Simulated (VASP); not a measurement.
Wanted: the native input for a VASP 6.6.1 run.

* Task: single point
* Functional: PBE
* Potentials or basis: VASP PAW PBE potentials, release 64 (B, Bi_d)
* Cutoff: 520 eV
* k mesh: 6 × 6 × 4
* Occupations: fermi-dirac, width 0.02 eV
* Spin: no spin polarisation
* Dipole correction: no
* Further INCAR settings: ALGO = Normal; EDIFF = 1e-06; NBANDS = 26

The structure of BiB lies in POSCAR:

```
BiB
1.0
    3.8499921907      0.0000000000      0.0000000000
   -1.9249960953      3.3341910415      0.0000000000
    0.0000000000      0.0000000000      6.3413925555
B Bi
2 2
Direct
    0.3333333333      0.6666666667      0.0001118413
    0.6666666667      0.3333333333      0.5001118413
    0.3333333333      0.6666666667      0.3748881587
    0.6666666667      0.3333333333      0.8748881587
```

This cell differs from its parent crystal: volume changed by -3%.

One way to write it, as run:

INCAR

```
  ALGO = Normal
  EDIFF = 1E-6
  ENCUT = 520
  GGA = PE
  ISIF = 2
  ISMEAR = -1
  LASPH = T
  LCHARG = F
  LREAL = F
  LWAVE = F
  NBANDS = 26
  NELM = 60
  PREC = Accurate
  SIGMA = 0.02
```

KPOINTS

```
k-points
0
Gamma
  6 6 4
```

Potentials or basis: VASP PAW PBE potentials, release 64 (B, Bi_d).

Run with:

```sh
$ cat potpaw_PBE.64/B/POTCAR potpaw_PBE.64/Bi_d/POTCAR > POTCAR
$ mpirun -np 1 vasp_std > vasp.out
```

It gave:

- Pressure: 2.3 GPa
- Largest force: 0.007 eV/Å
- Band gap on the k mesh: 0.11 eV, direct

Caveat: spin-orbit coupling is left out, which moves the levels of the heavy elements.

Run time: 38 s on 1 thread of Intel Xeon 6975P-C (shared host), peak memory 0.2 GiB.
